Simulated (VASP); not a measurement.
## Ta6H: single point with PBE

The system is Ta6H, a slab with vacuum.

```
Ta H
1.0
     4.69373    0.00000    0.00000
    -2.34686    4.06489    0.00000
     0.00000    0.00000   19.98819
Ta H
6 1
Direct
  0.66667 0.33333 0.20012
  0.33333 0.66667 0.24805
  0.00000 0.00000 0.29599
  0.66667 0.33333 0.34018
  0.33333 0.66667 0.38197
  0.00000 0.00000 0.42466
  0.44444 0.88889 0.46508
```

```json
{
 "Program": "VASP 6.6.1",
 "Task": "single point",
 "Functional": "PBE",
 "Potentials or basis": "VASP PAW PBE potentials, release 64 (Ta_pv, H)",
 "Cutoff": "520 eV",
 "k mesh": "6 × 6 × 1",
 "Occupations": "gaussian, width 0.1 eV",
 "Spin": "no spin polarisation"
}
```

```
Largest force : 1.876 eV/Å
```

Forces in eV/Å, atoms in the order of the input:
```
Ta   0.000 -0.140  1.871
Ta   0.000  0.033 -0.604
Ta   0.000 -0.042 -1.645
Ta   0.000  0.119 -0.345
Ta   0.000 -0.078  0.352
Ta   0.000 -0.116  0.358
H    0.000  0.224  0.013
```

Levels at points of the mesh, in eV from the Fermi level:
```tsv
k point	band 30	band 31	band 32	band 33	band 34	band 35	band 36	band 37
(0.00, 0.00, 0.00)	-1.00	-0.87	-0.49	-0.36	-0.19	0.16	0.29	0.30
(0.50, 0.00, 0.00)	-1.19	-0.86	-0.74	-0.24	0.01	0.22	0.67	0.96
(0.00, 0.50, 0.00)	-1.22	-0.87	-0.67	-0.24	0.14	0.26	0.78	1.07
```

It took 4.7 min on 1 thread of AMD EPYC 9R45 96-Core Processor (Zen 5), with other jobs on the host, peak memory 0.52 GiB.

Caveat: spin-orbit coupling is left out, which moves the levels of the heavy elements.
